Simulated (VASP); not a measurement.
Input of a VASP 6.6.1 run:

File INCAR:

```
SYSTEM = Ni
PREC = Accurate
ENCUT = 520
EDIFF = 1E-6
ISMEAR = -1
SIGMA = 0.05
LREAL = .FALSE.
LASPH = .TRUE.
NELM = 150
ALGO = Normal
ISIF = 2
LWAVE = .FALSE.
LCHARG = .TRUE.
ISPIN = 2
MAGMOM = 0.575
LORBIT = 11
LMAXMIX = 4
GGA = PE
LELF = .TRUE.
LVHAR = .TRUE.
NBANDS = 15
```

File KPOINTS:

```
regular mesh
0
G
  15 15 15
  0 0 0
```

POSCAR

```
Ni
1.0
    2.3589655955      0.0000000000      0.0000000000
    0.0000000000      2.3589655955      0.0000000000
    0.0000000000      0.0000000000      2.3589655955
Ni
1
Direct
    0.0000000000      0.0000000000      0.0000000000
```

Potentials or basis: VASP PAW PBE potentials, release 64 (Ni).

The run is started by

```console
$ cat potpaw_PBE.64/Ni/POTCAR > POTCAR
$ mpirun -np 1 vasp_std > vasp.out
```

(1) Estimate the net moment.

(2) What does it give for the pressure?

Results:

(1) 0.60 μB per cell.

(2) -4.8 GPa.

Caveat: the cell stands under tension.
